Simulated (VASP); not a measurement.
Write the native input for VASP 6.6.1 that does the following.

- Task: relaxation of cell and atoms
- Functional: PBEsol
- Potentials or basis: VASP PAW PBE potentials, release 64 (Au)
- Cutoff: 600 eV
- k mesh: 18 × 18 × 18
- Occupations: gaussian, width 0.1 eV
- Spin: no spin polarisation
- Dipole correction: no
- Further INCAR settings: ALGO = Normal; EDIFF = 1e-06; IBRION = 2; EDIFFG = -0.005; NSW = 100; ISIF = 3

The structure of Au lies in POSCAR:

```
Au
1.0
    0.0000000000      2.0439732164      2.0439732164
    2.0439732164      0.0000000000      2.0439732164
    2.0439732164      2.0439732164      0.0000000000
Au
1
Direct
    0.0000000000      0.0000000000      0.0000000000
```

The input as run:

INCAR

```
SYSTEM = Au
  PREC = Accurate
  ENCUT = 600
  EDIFF = 1E-6
  ISMEAR = 0
  SIGMA = 0.1
  LREAL = .False.
  LASPH = .True.
  NELM = 60
  ALGO = Normal
  ISIF = 3
  LWAVE = .False.
  LCHARG = .False.
  GGA = PS
  IBRION = 2
  NSW = 100
  EDIFFG = -0.005
```

KPOINTS

```
regular mesh
0
Gamma
  18 18 18
  0 0 0
```

Potentials or basis: VASP PAW PBE potentials, release 64 (Au).

The run is started by

```bash
$ cat potpaw_PBE.64/Au/POTCAR > POTCAR
$ mpirun -np 1 vasp_std > vasp.out
```

It gave:

```json
{
 "Relaxed volume": "17.01 Å³/atom",
 "Relaxed cell": "a = 2.887 Å, b = 2.887 Å, c = 2.887 Å, α = 60.00°, β = 60.00°, γ = 60.00°",
 "Space group after relaxing (to 0.05 Å)": "Fm-3m (No. 225)",
 "Energy gained by relaxing": "0.2 meV/atom",
 "Ionic steps": "3",
 "Pressure after relaxing": "0.0 GPa"
}
```

Caveat: the PAW data sets were made with another functional, which shifts forces and pressure a little.

Run time: 29 s on 1 thread of Intel(R) Xeon(R) Platinum 8375C CPU @ 2.90GHz (Ice Lake), with other jobs on the host, peak memory 0.17 GiB.
